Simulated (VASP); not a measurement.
# BN (F-43m) in VASP: further runs

BN is run at these levels: PBE; tasks: single point.

Program: VASP 6.6.1. These are calculated values, not measurements. Logs are shortened: lines on timing, memory, paths and dates and some standing lists are left out, and cuts for length are marked.

## 1. The cell of the first run

It takes space group F-43m (No. 216, cubic). Conventional cell: a = 3.534 Å, b = 3.534 Å, c = 3.534 Å, α = 90.00°, β = 90.00°, γ = 90.00°. Within 2.0 Å of B (site symmetry -43m) lie 4 N at 1.53 Å. Within 2.0 Å of N (site symmetry -43m) lie 4 B at 1.53 Å.

## 2. Single point, PBE (strained)

The input, INCAR:

```
PREC     = Accurate       # precision mode
ENCUT    = 600            # plane-wave cutoff, eV
EDIFF    = 1E-6           # SCF threshold, eV
ISMEAR   = 0              # smearing method
SIGMA    = 0.02           # smearing width, eV
LREAL    = F              # projectors in reciprocal space
LASPH    = T              # aspherical terms in the spheres
NELM     = 120            # most SCF steps
ALGO     = Normal         # electronic algorithm
ISIF     = 2              # what is computed and relaxed
LWAVE    = F              # write WAVECAR
LCHARG   = F              # write CHGCAR
GGA      = PE             # functional
NBANDS   = 11             # bands
GGA_COMPAT= F
```

The input, KPOINTS:

```
regular mesh
0
Gamma
  12 12 12
```

The input, POSCAR:

```
BN
1.0
    0.0000000000      1.7668057345      1.7668057345
    1.7668057345      0.0000000000      1.7668057345
    1.7668057345      1.7668057345      0.0000000000
B N
1 1
Direct
    0.0000000000      0.0000000000      0.0000000000
    0.7500000000      0.7500000000      0.7500000000
```

Potentials or basis: VASP PAW PBE potentials, release 64 (B, N).

Command:

```bash
cat potpaw_PBE.64/B/POTCAR potpaw_PBE.64/N/POTCAR > POTCAR
mpirun -np 1 vasp_std > vasp.out
```

OUTCAR:

```text
PREC = Accurate
   ENCUT = 600
   EDIFF = 1E-6
   ISMEAR = 0
   LREAL = F
   LASPH = T
   NELM = 120
   ISIF = 2
   GGA = PE

 ion  position               nearest neighbor table
   1  0.000  0.000  0.000-   2 1.53   2 1.53   2 1.53   2 1.53
   2  0.750  0.750  0.750-   1 1.53   1 1.53   1 1.53   1 1.53

  LATTYP: Found a face centered cubic cell.
 ALAT       =     3.5336114690

  Lattice vectors:

 A1 = (   0.0000000000,   1.7668057345,   1.7668057345)
 A2 = (   1.7668057345,   0.0000000000,   1.7668057345)
 A3 = (   1.7668057345,   1.7668057345,   0.0000000000)

Analysis of symmetry for initial positions (statically):
=====================================================================
 Subroutine PRICEL returns:
 Original cell was already a primitive cell.

 Routine SETGRP: Setting up the symmetry group for a
 face centered cubic supercell.

 Subroutine GETGRP returns: Found 24 space group operations
 (whereof 24 operations were pure point group operations)
 out of a pool of 48 trial point group operations.

The static configuration has the point symmetry T_d .

Analysis of symmetry for dynamics (positions and initial velocities):
=====================================================================
 Subroutine PRICEL returns:
 Original cell was already a primitive cell.

 Routine SETGRP: Setting up the symmetry group for a
 face centered cubic supercell.

 Subroutine GETGRP returns: Found 24 space group operations
 (whereof 24 operations were pure point group operations)
 out of a pool of 48 trial point group operations.

The dynamic configuration has the point symmetry T_d .

 Subroutine INISYM returns: Found 24 space group operations
 (whereof 24 operations are pure point group operations),
 and found     1 'primitive' translations

----------------------------------------------------------------------------------------

                                     Primitive cell

  volume of cell :      11.0305

  direct lattice vectors                    reciprocal lattice vectors
     0.000000000  1.766805734  1.766805734    -0.282996591  0.282996591  0.282996591
     1.766805734  0.000000000  1.766805734     0.282996591 -0.282996591  0.282996591
     1.766805734  1.766805734  0.000000000     0.282996591  0.282996591 -0.282996591

  length of vectors
     2.498640632  2.498640632  2.498640632     0.490164474  0.490164474  0.490164474

  position of ions in fractional coordinates (direct lattice)
     0.000000000  0.000000000  0.000000000
     0.750000000  0.750000000  0.750000000

  ion indices of the primitive-cell ions
   primitive index   ion index
                 1           1
                 2           2

----------------------------------------------------------------------------------------

 KPOINTS: regular mesh

Automatic generation of k-mesh.
 Grid dimensions read from file:
 generate k-points for:   12   12   12

 Generating k-lattice:

  Cartesian coordinates                     Fractional coordinates (reciprocal lattice)
    -0.023583049  0.023583049  0.023583049     0.083333333  0.000000000  0.000000000
     0.023583049 -0.023583049  0.023583049     0.000000000  0.083333333  0.000000000
     0.023583049  0.023583049 -0.023583049     0.000000000  0.000000000  0.083333333

  Length of vectors
     0.040847040  0.040847040  0.040847040

  Shift w.r.t. Gamma in fractional coordinates (k-lattice)
     0.000000000  0.000000000  0.000000000

 Subroutine IBZKPT returns following result:
 ===========================================

 Found     72 irreducible k-points:

 Following reciprocal coordinates:
            Coordinates               Weight
  0.000000  0.000000  0.000000      1.000000
  0.083333  0.000000  0.000000      8.000000
  0.166667  0.000000  0.000000      8.000000
  0.250000  0.000000  0.000000      8.000000
  0.333333  0.000000  0.000000      8.000000
  0.416667  0.000000  0.000000      8.000000
[... 16 lines left out ...]
  0.500000  0.166667  0.000000     24.000000
 -0.416667  0.166667  0.000000     24.000000
 [... further k-points ...]
   k-points           NKPTS =     72   k-points in BZ     NKDIM =     72   number of bands    NBANDS=     11
   number of dos      NEDOS =    301   number of ions     NIONS =      2
   total plane-waves  NPLWV =   8000
   dimension x,y,z NGX =    20 NGY =   20 NGZ =   20
   dimension x,y,z NGXF=    40 NGYF=   40 NGZF=   40
   ions per type =               1   1
   NGX,Y,Z   is equivalent  to a cutoff of  13.31, 13.31, 13.31 a.u.
   NGXF,Y,Z  is equivalent  to a cutoff of  26.61, 26.61, 26.61 a.u.
 SYSTEM =  unknown system
   PREC   = accura    normal or accurate (medium, high low for compatibility)
   ISTART =      0    job   : 0-new  1-cont  2-samecut
   ICHARG =      2    charge: 1-file 2-atom 10-const
   ISPIN  =      1    spin polarized calculation?
   LNONCOLLINEAR =      F non collinear calculations
   LSORBIT =      F    spin-orbit coupling
   LASPH  =      T    aspherical Exc in radial PAW
   ENCUT  =  600.0 eV  44.10 Ry    6.64 a.u.   4.99  4.99  4.99*2*pi/ulx,y,z
   NELM   =    120;   NELMIN=  2; NELMDL= -5     # of ELM steps
   EDIFF  = 0.1E-05   stopping-criterion for ELM
   LREAL  =      F    real-space projection
   EDIFFG = 0.1E-04   stopping-criterion for IOM
   NSW    =      0    number of steps for IOM
   IBRION =     -1    ionic relax: 0-MD 1-quasi-New 2-CG
   NFREE  =      0    steps in history (QN), initial steepest desc. (CG)
   ISIF   =      2    stress and relaxation
   ISYM   =      2    0-nonsym 1-usesym 2-fastsym
   POTIM  = 0.5000    time-step for ionic-motion
   TEBEG  =    0.0;   TEEND  =   0.0 temperature during run
   PSTRESS=    0.0 pullay stress
   NELECT =       8.0000    total number of electrons
   NUPDOWN=      -1.0000    fix difference up-down
   EMIN   =  10.00;   EMAX   =-10.00  energy-range for DOS
   EFERMI =   0.00;   METHOD = LEGACY
   ISMEAR =     0;   SIGMA  =   0.02  broadening in eV -4-tet -1-fermi 0-gaus
   EFERMI_NEDOS =   21; number of points for ismear=-14 and -15
   IALGO  =     38    algorithm
   IMIX   =      4    mixing-type and parameters
     AMIX     =   0.40;   BMIX     =  1.00
     AMIX_MAG =   1.60;   BMIX_MAG =  1.00
  volume/ion in A,a.u.               =       5.52        37.22
  Fermi-wavevector in a.u.,A,eV,Ry     =   1.470865  2.779531 29.435424  2.163443
  Thomas-Fermi vector in A             =   2.586070
   LORBIT       =      0    0 simple, 1 ext, 2 COOP (PROOUT), +10 PAW based schemes
   GGA     = PE    functional components
   LHFCALC =     F    Hartree Fock is set to
   AEXX    =    0.0000 exact exchange contribution
   IVDW    =     0    specifies the selected vdW correction
   LEPSILON=     F    determine dielectric tensor
   LRPA    =     F    only Hartree local field effects (RPA)
 non-spin polarized calculation
 Gauss-broadening in eV      SIGMA  =   0.02
  energy-cutoff  :      600.00
  volume of cell :       11.03
 maximum number of plane-waves:       380
   NGX =  9   NGY =  9   NGZ =  9

 number of electron       7.9999999 magnetization

 Free energy of the ion-electron system (eV)
  ---------------------------------------------------
  ext. energy  EPLUGINS =         0.00000000
  ---------------------------------------------------
  free energy    TOTEN  =       -17.36741357 eV

  energy without entropy =      -17.36741357  energy(sigma->0) =      -17.36741357

 E-fermi :   8.3640     XC(G=0): -13.1628

 val. band max:        8.2681799322   @ k =   0.0000   0.0000   0.0000
 cond. band min:      12.7965717430   @ k =   0.5000   0.5000   0.0000
 fundamental gap:      4.5283918108
 Fermi energy:         8.3640308626

 k-point     1 :       0.0000    0.0000    0.0000
  band No.  band energies     occupation
      1     -12.7612      2.00000
      2       8.2682      2.00000
      3       8.2682      2.00000
      4       8.2682      2.00000
      5      17.4139      0.00000
      6      17.4139      0.00000
      7      17.4139      0.00000
      8      19.7522      0.00000
      9      34.3286      0.00000
     10      36.8832      0.00000
     11      36.8832      0.00000

 k-point     2 :       0.0833    0.0000    0.0000
  band No.  band energies     occupation
      1     -12.5828      2.00000
      2       7.3122      2.00000
      3       8.0731      2.00000
      4       8.0731      2.00000
      5      17.7098      0.00000
      6      17.7098      0.00000
      7      17.7148      0.00000
      8      20.2675      0.00000
      9      33.9445      0.00000
     10      34.5495      0.00000
     11      34.5495      0.00000

 k-point     3 :       0.1667    0.0000    0.0000
  band No.  band energies     occupation
      1     -12.0535      2.00000
      2       5.1078      2.00000
      3       7.6006      2.00000
      4       7.6006      2.00000
      5      18.1976      0.00000
      6      18.3919      0.00000
      7      18.3919      0.00000
      8      21.5135      0.00000
      9      32.9163      0.00000
     10      32.9163      0.00000
     11      33.1685      0.00000

 k-point     4 :       0.2500    0.0000    0.0000
  band No.  band energies     occupation
      1     -11.1951      2.00000
      2       2.5112      2.00000
      3       7.0582      2.00000
      4       7.0582      2.00000
      5      18.6342      0.00000
      6      19.0282      0.00000
      7      19.0282      0.00000
      8      22.7650      0.00000
      9      32.5215      0.00000
     10      32.5215      0.00000
     11      32.5932      0.00000
[... 239 lines left out ...]
 k-point    22 :       0.4167    0.1667    0.0000
  band No.  band energies     occupation
      1      -9.1051      2.00000
      2      -0.3438      2.00000
      3       4.9659      2.00000
      4       5.0974      2.00000
      5      17.1084      0.00000
      6      21.4774      0.00000
      7      21.7389      0.00000
      8      22.7822      0.00000
      9      29.5205      0.00000
     10      35.8370      0.00000
     11      37.7320      0.00000

 k-point    23 :       0.5000    0.1667    0.0000
  band No.  band energies     occupation
      1      -8.0368      2.00000
      2      -2.0338      2.00000
      3       4.3414      2.00000
      4       5.1785      2.00000
      5      17.4519      0.00000
      6      21.4553      0.00000
      7      21.4780      0.00000
      8      24.1751      0.00000
      9      29.8984      0.00000
     10      36.0672      0.00000
     11      36.9358      0.00000

 k-point    24 :      -0.4167    0.1667    0.0000
  band No.  band energies     occupation
      1      -7.8260      2.00000
      2      -2.3338      2.00000
      3       3.9097      2.00000
      4       5.5180      2.00000
      5      17.9170      0.00000
      6      21.0286      0.00000
      7      21.3512      0.00000
      8      24.8654      0.00000
      9      30.1948      0.00000
     10      34.4824      0.00000
     11      36.3609      0.00000

 [... further k-points ...]
[... 5 lines left out ...]
  --------------------------------------------------------------------------------------
  -------------------------------------------------------------------------------------
  Total        2.2593934      2.2593934      2.2593934      0.0000000      0.0000000      0.0000000
  in kB      328.1754115    328.1754115    328.1754115      0.0000000      0.0000000      0.0000000
  external PRESSURE =     328.1754115 kB  Pullay stress =       0.0000000 kB

 VOLUME and BASIS-vectors are now :
 -----------------------------------------------------------------------------
  energy-cutoff  :      600.00
  volume of cell :       11.03
      direct lattice vectors                 reciprocal lattice vectors
     0.000000000  1.766805734  1.766805734    -0.282996591  0.282996591  0.282996591
     1.766805734  0.000000000  1.766805734     0.282996591 -0.282996591  0.282996591
     1.766805734  1.766805734  0.000000000     0.282996591  0.282996591 -0.282996591

 POSITION                                       TOTAL-FORCE (eV/Angst)
 -----------------------------------------------------------------------------------
      0.00000      0.00000      0.00000         0.000000      0.000000     -0.000000
      2.65021      2.65021      2.65021        -0.000000     -0.000000      0.000000
 -----------------------------------------------------------------------------------
    total drift:                               -0.000000     -0.000000     -0.000000

  FREE ENERGIE OF THE ION-ELECTRON SYSTEM (eV)
  ---------------------------------------------------
  free  energy   TOTEN  =       -17.3674135695 eV

  energy  without entropy=      -17.3674135695  energy(sigma->0) =      -17.36741357
```

Run time: 5.7 s. Hardware: 1 thread of Intel Xeon 6975P-C, shared host; peak memory 0.13 GiB.

Results:

```
Free energy            : -17.3674 eV
Pressure               : 32.8 GPa
Band gap on the k mesh : 4.53 eV, indirect (least direct gap 9.15 eV)
```

Caveat: the cell differs from its parent crystal (strained). A k mesh can miss the band edges.

(Continued in part 2 of 2.)
